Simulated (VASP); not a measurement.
# Al in VASP: further runs

Al is run at these levels: LDA; tasks: single point.

Everything below comes from runs of VASP 6.6.1. Logs are shortened: lines on timing, memory, paths and dates and some standing lists are left out, and cuts for length are marked.

### Step 1. The cell of the first run

The cell holds a slab with vacuum, 5 atoms: a = 2.817 Å, b = 3.983 Å, c = 27.477 Å, α = 90.00°, β = 90.00°, γ = 90.00°.

### Step 2. Single point, LDA

Input file INCAR:

```
  PREC = Accurate
  ENCUT = 520
  EDIFF = 1E-6
  ISMEAR = -1
  SIGMA = 0.08
  LREAL = False
  LASPH = True
  NELM = 60
  ALGO = Normal
  ISIF = 2
  LWAVE = False
  LCHARG = True
  LDIPOL = True
  IDIPOL = 3
  DIPOL = 0.5 0.5 0.500
  GGA = CA
  LELF = True
  LVHAR = True
  LVACPOTAV = True
  NBANDS = 16
```

Input file KPOINTS:

```
Automatic mesh
0
Gamma
  14 10 1
```

Input file POSCAR:

```
Al
1.0
    2.8165331402      0.0000000000      0.0000000000
    0.0000000000      3.9831793658      0.0000000000
    0.0000000000      0.0000000000     27.4775000000
Al
5
Direct
    0.0000000000      0.0000000000      0.4003275139
    0.5000000000      0.5000000000      0.4487485105
    0.0000000000      0.0000000000      0.5000000000
    0.5000000000      0.5000000000      0.5512514894
    0.0000000000      0.0000000000      0.5996724861
```

Potentials or basis: VASP PAW LDA potentials, release 64 (Al).

Run with:

```bash
> cat potpaw_LDA.64/Al/POTCAR > POTCAR
> mpirun -np 1 vasp_std > vasp.out
```

OUTCAR:

```text
PREC = Accurate
   ENCUT = 520
   EDIFF = 1E-6
   ISMEAR = -1
   LREAL = False
   LASPH = True
   NELM = 60
   ISIF = 2
   GGA = CA

 ion  position               nearest neighbor table
   1  0.000  0.000  0.400-   3 2.74   2 2.78   2 2.78   2 2.78   2 2.78
   2  0.500  0.500  0.449-   1 2.78   1 2.78   1 2.78   1 2.78   4 2.82   3 2.82   3 2.82   3 2.82
                             3 2.82
   3  0.000  0.000  0.500-   1 2.74   5 2.74   4 2.82   4 2.82   4 2.82   4 2.82   2 2.82   2 2.82
                             2 2.82   2 2.82
   4  0.500  0.500  0.551-   5 2.78   5 2.78   5 2.78   5 2.78   2 2.82   3 2.82   3 2.82   3 2.82
                             3 2.82
   5  0.000  0.000  0.600-   3 2.74   4 2.78   4 2.78   4 2.78   4 2.78

  LATTYP: Found a simple orthorhombic cell.
 ALAT       =     2.8165331402
 B/A-ratio  =     1.4142135624
 C/A-ratio  =     9.7557879252

  Lattice vectors:

 A1 = (   2.8165331402,   0.0000000000,   0.0000000000)
 A2 = (   0.0000000000,   3.9831793658,   0.0000000000)
 A3 = (   0.0000000000,   0.0000000000,  27.4775000000)

Analysis of symmetry for initial positions (statically):
=====================================================================
 Subroutine PRICEL returns:
 Original cell was already a primitive cell.

 Routine SETGRP: Setting up the symmetry group for a
 simple orthorhombic supercell.

 Subroutine GETGRP returns: Found  8 space group operations
 (whereof  8 operations were pure point group operations)
 out of a pool of  8 trial point group operations.

The static configuration has the point symmetry D_2h.

Analysis of symmetry for dynamics (positions and initial velocities):
=====================================================================
 Subroutine PRICEL returns:
 Original cell was already a primitive cell.

 Routine SETGRP: Setting up the symmetry group for a
 simple orthorhombic supercell.

 Subroutine GETGRP returns: Found  8 space group operations
 (whereof  8 operations were pure point group operations)
 out of a pool of  8 trial point group operations.

The dynamic configuration has the point symmetry D_2h.

 Subroutine INISYM returns: Found  8 space group operations
 (whereof  8 operations are pure point group operations),
 and found     1 'primitive' translations

----------------------------------------------------------------------------------------

                                     Primitive cell

  volume of cell :     308.2634

  direct lattice vectors                    reciprocal lattice vectors
     2.816533140  0.000000000  0.000000000     0.355046417  0.000000000  0.000000000
     0.000000000  3.983179366  0.000000000     0.000000000  0.251055729  0.000000000
     0.000000000  0.000000000 27.477500000     0.000000000  0.000000000  0.036393413

  length of vectors
     2.816533140  3.983179366 27.477500000     0.355046417  0.251055729  0.036393413

  position of ions in fractional coordinates (direct lattice)
     0.000000000  0.000000000  0.400327514
     0.500000000  0.500000000  0.448748511
     0.000000000  0.000000000  0.500000000
     0.500000000  0.500000000  0.551251489
     0.000000000  0.000000000  0.599672486

  ion indices of the primitive-cell ions
   primitive index   ion index
                 1           1
                 2           2
                 3           3
                 4           4
                 5           5

----------------------------------------------------------------------------------------

 KPOINTS: Automatic mesh

Automatic generation of k-mesh.
 Grid dimensions read from file:
 generate k-points for:   14   10    1

 Generating k-lattice:

  Cartesian coordinates                     Fractional coordinates (reciprocal lattice)
     0.025360458  0.000000000  0.000000000     0.071428571  0.000000000  0.000000000
     0.000000000  0.025105573  0.000000000     0.000000000  0.100000000  0.000000000
     0.000000000  0.000000000  0.036393413     0.000000000  0.000000000  1.000000000

  Length of vectors
     0.025360458  0.025105573  0.036393413

  Shift w.r.t. Gamma in fractional coordinates (k-lattice)
     0.000000000  0.000000000  0.000000000

 Subroutine IBZKPT returns following result:
 ===========================================

 Found     48 irreducible k-points:

 Following reciprocal coordinates:
            Coordinates               Weight
  0.000000  0.000000  0.000000      1.000000
  0.071429  0.000000  0.000000      2.000000
  0.142857  0.000000  0.000000      2.000000
  0.214286  0.000000  0.000000      2.000000
  0.285714  0.000000  0.000000      2.000000
  0.357143  0.000000  0.000000      2.000000
[... 16 lines left out ...]
  0.428571  0.200000  0.000000      4.000000
  0.500000  0.200000  0.000000      2.000000
 [... further k-points ...]
   k-points           NKPTS =     48   k-points in BZ     NKDIM =     48   number of bands    NBANDS=     16
   number of dos      NEDOS =    301   number of ions     NIONS =      5
   total plane-waves  NPLWV = 151200
   dimension x,y,z NGX =    24 NGY =   30 NGZ =  210
   dimension x,y,z NGXF=    48 NGYF=   60 NGZF=  420
   ions per type =               5
   NGX,Y,Z   is equivalent  to a cutoff of  14.17, 12.52, 12.71 a.u.
   NGXF,Y,Z  is equivalent  to a cutoff of  28.33, 25.04, 25.41 a.u.
 SYSTEM =  unknown system
   PREC   = accura    normal or accurate (medium, high low for compatibility)
   ISTART =      0    job   : 0-new  1-cont  2-samecut
   ICHARG =      2    charge: 1-file 2-atom 10-const
   ISPIN  =      1    spin polarized calculation?
   LNONCOLLINEAR =      F non collinear calculations
   LSORBIT =      F    spin-orbit coupling
   LASPH  =      T    aspherical Exc in radial PAW
   ENCUT  =  520.0 eV  38.22 Ry    6.18 a.u.   5.24  7.41 51.09*2*pi/ulx,y,z
   NELM   =     60;   NELMIN=  2; NELMDL= -5     # of ELM steps
   EDIFF  = 0.1E-05   stopping-criterion for ELM
   LREAL  =      F    real-space projection
   EDIFFG = 0.1E-04   stopping-criterion for IOM
   NSW    =      0    number of steps for IOM
   IBRION =     -1    ionic relax: 0-MD 1-quasi-New 2-CG
   NFREE  =      0    steps in history (QN), initial steepest desc. (CG)
   ISIF   =      2    stress and relaxation
   ISYM   =      2    0-nonsym 1-usesym 2-fastsym
   POTIM  = 0.5000    time-step for ionic-motion
   TEBEG  =    0.0;   TEEND  =   0.0 temperature during run
   PSTRESS=    0.0 pullay stress
   NELECT =      15.0000    total number of electrons
   NUPDOWN=      -1.0000    fix difference up-down
   EMIN   =  10.00;   EMAX   =-10.00  energy-range for DOS
   EFERMI =   0.00;   METHOD = LEGACY
   ISMEAR =    -1;   SIGMA  =   0.08  broadening in eV -4-tet -1-fermi 0-gaus
   EFERMI_NEDOS =   21; number of points for ismear=-14 and -15
   IALGO  =     38    algorithm
   IMIX   =      4    mixing-type and parameters
     AMIX     =   0.40;   BMIX     =  1.00
     AMIX_MAG =   1.60;   BMIX_MAG =  1.00
  volume/ion in A,a.u.               =      61.65       416.05
  Fermi-wavevector in a.u.,A,eV,Ry     =   0.597674  1.129441  4.860200  0.357215
  Thomas-Fermi vector in A             =   1.648490
   LORBIT       =      0    0 simple, 1 ext, 2 COOP (PROOUT), +10 PAW based schemes
   GGA     = CA    functional components
   LHFCALC =     F    Hartree Fock is set to
   AEXX    =    0.0000 exact exchange contribution
   IVDW    =     0    specifies the selected vdW correction
   LEPSILON=     F    determine dielectric tensor
   LRPA    =     F    only Hartree local field effects (RPA)
 non-spin polarized calculation
  energy-cutoff  :      520.00
  volume of cell :      308.26
 maximum number of plane-waves:      8352
 NGX is ok and might be reduce to    24
   NGX = 11   NGY = 15   NGZ =103

 dipolmoment           0.000000      0.000000     -0.000000 electrons x Angstroem

 number of electron      15.0000000 magnetization

 dipolmoment           0.000000      0.000000      0.000000 electrons x Angstroem

 Free energy of the ion-electron system (eV)
  ---------------------------------------------------
  ext. energy  EPLUGINS =         0.00000000
  ---------------------------------------------------
  free energy    TOTEN  =       -19.39030920 eV

  energy without entropy =      -19.35500113  energy(sigma->0) =      -19.37265517

 E-fermi :  -0.8926     XC(G=0):  -3.4853

 val. band max:       -0.9200481008   @ k =   0.0000   0.5000   0.0000
 cond. band min:      -0.8845254857   @ k =   0.2857   0.0000   0.0000
 fundamental gap:      0.0355226152
 Fermi energy:        -0.8926036407

 k-point     1 :       0.0000    0.0000    0.0000
  band No.  band energies     occupation
      1     -11.8200      2.00000
      2     -10.0399      2.00000
      3      -7.2872      2.00000
      4      -4.3738      2.00000
      5      -3.4784      2.00000
      6      -1.9899      2.00000
[... 8 lines left out ...]
     15       3.4504      0.00000
     16       4.0786      0.00000

 k-point     2 :       0.0714    0.0000    0.0000
  band No.  band energies     occupation
      1     -11.7253      2.00000
      2      -9.9461      2.00000
      3      -7.1945      2.00000
      4      -4.2836      2.00000
      5      -3.3922      2.00000
      6      -1.9015      1.99999
[... 8 lines left out ...]
     15       3.4385      0.00000
     16       3.7232      0.00000

 k-point     3 :       0.1429    0.0000    0.0000
  band No.  band energies     occupation
      1     -11.4419      2.00000
      2      -9.6653      2.00000
      3      -6.9171      2.00000
      4      -4.0144      2.00000
      5      -3.1334      2.00000
      6      -1.6478      1.99984
[... 8 lines left out ...]
     15       3.4584      0.00000
     16       3.7687      0.00000

 k-point     4 :       0.2143    0.0000    0.0000
  band No.  band energies     occupation
      1     -10.9710      2.00000
      2      -9.1989      2.00000
      3      -6.4567      2.00000
      4      -3.5725      2.00000
      5      -2.7019      2.00000
      6      -1.4659      1.99846
[... 8 lines left out ...]
     15       3.7548      0.00000
     16       4.2091      0.00000

 k-point     5 :       0.2857    0.0000    0.0000
  band No.  band energies     occupation
      1     -10.3146      2.00000
      2      -8.5494      2.00000
      3      -5.8178      2.00000
      4      -2.9897      2.00000
      5      -2.7505      2.00000
      6      -2.0971      2.00000
[... 8 lines left out ...]
     15       4.1719      0.00000
     16       4.6369      0.00000

 k-point     6 :       0.3571    0.0000    0.0000
  band No.  band energies     occupation
      1      -9.4757      2.00000
      2      -7.7211      2.00000
      3      -5.0277      2.00000
      4      -4.3520      2.00000
      5      -2.8679      2.00000
      6      -1.8248      1.99998
[... 8 lines left out ...]
     15       3.5853      0.00000
     16       3.7631      0.00000
[... 267 lines left out ...]
 k-point    21 :       0.2857    0.2000    0.0000
  band No.  band energies     occupation
      1      -9.9497      2.00000
      2      -8.1933      2.00000
      3      -5.5078      2.00000
      4      -4.5442      2.00000
      5      -3.0507      2.00000
      6      -2.4518      2.00000
[... 8 lines left out ...]
     15       3.2517      0.00000
     16       4.3208      0.00000

 k-point    22 :       0.3571    0.2000    0.0000
  band No.  band energies     occupation
      1      -9.1131      2.00000
      2      -7.3675      2.00000
      3      -4.7096      2.00000
      4      -4.1228      2.00000
      5      -3.5904      2.00000
      6      -2.6889      2.00000
[... 8 lines left out ...]
     15       3.3943      0.00000
     16       3.6222      0.00000

 k-point    23 :       0.4286    0.2000    0.0000
  band No.  band energies     occupation
      1      -8.0989      2.00000
      2      -6.3734      2.00000
      3      -5.5602      2.00000
      4      -3.8491      2.00000
      5      -3.7173      2.00000
      6      -2.7188      2.00000
[... 8 lines left out ...]
     15       3.8397      0.00000
     16       4.3234      0.00000

 k-point    24 :       0.5000    0.2000    0.0000
  band No.  band energies     occupation
      1      -6.9743      2.00000
      2      -6.8452      2.00000
      3      -5.4116      2.00000
      4      -4.9515      2.00000
      5      -2.8951      2.00000
      6      -2.0981      2.00000
[... 8 lines left out ...]
     15       3.8343      0.00000
     16       4.0762      0.00000

 [... further k-points ...]

------------------------ aborting loop because EDIFF is reached ----------------------------------------

  FORCE on cell =-STRESS in cart. coord.  units (eV):
  Direction    XX          YY          ZZ          XY          YZ          ZX
  --------------------------------------------------------------------------------------
  -------------------------------------------------------------------------------------
  Total       -1.5174033     -0.9108152      0.0492999      0.0000000      0.0000000      0.0000000
  in kB       -7.8865971     -4.7338984      0.2562325      0.0000000      0.0000000      0.0000000
  external PRESSURE =      -4.1214210 kB  Pullay stress =       0.0000000 kB

 VOLUME and BASIS-vectors are now :
 -----------------------------------------------------------------------------
  energy-cutoff  :      520.00
  volume of cell :      308.26
      direct lattice vectors                 reciprocal lattice vectors
     2.816533140  0.000000000  0.000000000     0.355046417  0.000000000  0.000000000
     0.000000000  3.983179366  0.000000000     0.000000000  0.251055729  0.000000000
     0.000000000  0.000000000 27.477500000     0.000000000  0.000000000  0.036393413

 POSITION                                       TOTAL-FORCE (eV/Angst)
 -----------------------------------------------------------------------------------
      0.00000      0.00000     11.00000         0.000000     -0.000000     -0.008411
      1.40827      1.99159     12.33049         0.000000     -0.000000     -0.002322
      0.00000      0.00000     13.73875         0.000000     -0.000000      0.000000
      1.40827      1.99159     15.14701         0.000000      0.000000      0.002322
      0.00000      0.00000     16.47750         0.000000     -0.000000      0.008411
 -----------------------------------------------------------------------------------
    total drift:                                0.000000      0.000000      0.000000

  FREE ENERGIE OF THE ION-ELECTRON SYSTEM (eV)
  ---------------------------------------------------
  free  energy   TOTEN  =       -19.3903092045 eV

  energy  without entropy=      -19.3550011309  energy(sigma->0) =      -19.37265517

 vacuum level on the upper side and lower side of the slab         3.245         3.245
```

Wall time 2.3 min (1 thread of Intel Xeon 6975P-C (Granite Rapids), shared host); peak memory 0.39 GiB.

What came out:

```yaml
Free_energy: -19.3903 eV
Largest_force: 0.008 eV/Å
Band_gap_on_the_k_mesh: zero (an odd number of electrons rules out a gap without spin polarisation)
```

Forces on the atoms (eV/Å):
```
Al   0.000  0.000 -0.008
Al   0.000  0.000 -0.002
Al   0.000  0.000  0.000
Al   0.000  0.000  0.002
Al   0.000  0.000  0.008
```

### Step 3. Single point, LDA

Input file INCAR:

```
PREC = Accurate
ENCUT = 520
EDIFF = 1E-6
ISMEAR = -1
SIGMA = 0.08
LREAL = F
LASPH = T
NELM = 100
ALGO = Normal
ISIF = 2
LWAVE = F
LCHARG = F
LDIPOL = T
IDIPOL = 3
DIPOL = 0.5 0.5 0.500
NBANDS = 16
```

Input file KPOINTS:

```
regular mesh
0
Gamma
  14 10 1
```

POSCAR is that of step 2.

Potentials or basis: VASP PAW LDA potentials, release 64 (Al).

Run with:

```bash
> cat potpaw_LDA.64/Al/POTCAR > POTCAR
> mpirun -np 1 vasp_std > vasp.out
```

OUTCAR:

```text
PREC = Accurate
   ENCUT = 520
   EDIFF = 1E-6
   ISMEAR = -1
   LREAL = F
   LASPH = T
   NELM = 100
   ISIF = 2

 ion  position               nearest neighbor table
   1  0.000  0.000  0.400-   3 2.74   2 2.78   2 2.78   2 2.78   2 2.78
   2  0.500  0.500  0.449-   1 2.78   1 2.78   1 2.78   1 2.78   4 2.82   3 2.82   3 2.82   3 2.82
                             3 2.82
   3  0.000  0.000  0.500-   1 2.74   5 2.74   4 2.82   4 2.82   4 2.82   4 2.82   2 2.82   2 2.82
                             2 2.82   2 2.82
   4  0.500  0.500  0.551-   5 2.78   5 2.78   5 2.78   5 2.78   2 2.82   3 2.82   3 2.82   3 2.82
                             3 2.82
   5  0.000  0.000  0.600-   3 2.74   4 2.78   4 2.78   4 2.78   4 2.78

  LATTYP: Found a simple orthorhombic cell.
 ALAT       =     2.8165331402
 B/A-ratio  =     1.4142135624
 C/A-ratio  =     9.7557879252

  Lattice vectors:

 A1 = (   2.8165331402,   0.0000000000,   0.0000000000)
 A2 = (   0.0000000000,   3.9831793658,   0.0000000000)
 A3 = (   0.0000000000,   0.0000000000,  27.4775000000)

Analysis of symmetry for initial positions (statically):
=====================================================================
 Subroutine PRICEL returns:
[... 195 lines left out ...]
      6      -1.9899      2.00000
[... 433 lines left out ...]
      3      -5.4116      2.00000
      4      -4.9515      2.00000
      5      -2.8951      2.00000
      6      -2.0981      2.00000
[... 8 lines left out ...]
     15       3.8343      0.00000
     16       4.0762      0.00000

 [... further k-points ...]

------------------------ aborting loop because EDIFF is reached ----------------------------------------

 vacuum level on the upper side and lower side of the slab       (xc-potential included)        -0.108        -0.108

  FORCE on cell =-STRESS in cart. coord.  units (eV):
  Direction    XX          YY          ZZ          XY          YZ          ZX
  --------------------------------------------------------------------------------------
  -------------------------------------------------------------------------------------
  Total       -1.5174033     -0.9108152      0.0492999      0.0000000      0.0000000      0.0000000
  in kB       -7.8865971     -4.7338984      0.2562325      0.0000000      0.0000000      0.0000000
  external PRESSURE =      -4.1214210 kB  Pullay stress =       0.0000000 kB

 VOLUME and BASIS-vectors are now :
 -----------------------------------------------------------------------------
  energy-cutoff  :      520.00
  volume of cell :      308.26
      direct lattice vectors                 reciprocal lattice vectors
     2.816533140  0.000000000  0.000000000     0.355046417  0.000000000  0.000000000
     0.000000000  3.983179366  0.000000000     0.000000000  0.251055729  0.000000000
     0.000000000  0.000000000 27.477500000     0.000000000  0.000000000  0.036393413

 POSITION                                       TOTAL-FORCE (eV/Angst)
 -----------------------------------------------------------------------------------
      0.00000      0.00000     11.00000         0.000000     -0.000000     -0.008411
      1.40827      1.99159     12.33049         0.000000     -0.000000     -0.002322
      0.00000      0.00000     13.73875         0.000000     -0.000000      0.000000
      1.40827      1.99159     15.14701         0.000000      0.000000      0.002322
      0.00000      0.00000     16.47750         0.000000     -0.000000      0.008411
 -----------------------------------------------------------------------------------
    total drift:                                0.000000      0.000000      0.000000

  FREE ENERGIE OF THE ION-ELECTRON SYSTEM (eV)
  ---------------------------------------------------
  free  energy   TOTEN  =       -19.3903092045 eV

  energy  without entropy=      -19.3550011309  energy(sigma->0) =      -19.37265517

 vacuum level on the upper side and lower side of the slab         3.127         3.127
```

Wall time 2.4 min (1 thread of Intel Xeon 6975P-C (Granite Rapids), shared host); peak memory 0.4 GiB.

Results:

```yaml
Free_energy: -19.3903 eV
Largest_force: 0.008 eV/Å
Band_gap_on_the_k_mesh: zero (an odd number of electrons rules out a gap without spin polarisation)
```

Forces on the atoms (eV/Å):
```
Al   0.000  0.000 -0.008
Al   0.000  0.000 -0.002
Al   0.000  0.000  0.000
Al   0.000  0.000  0.002
Al   0.000  0.000  0.008
```
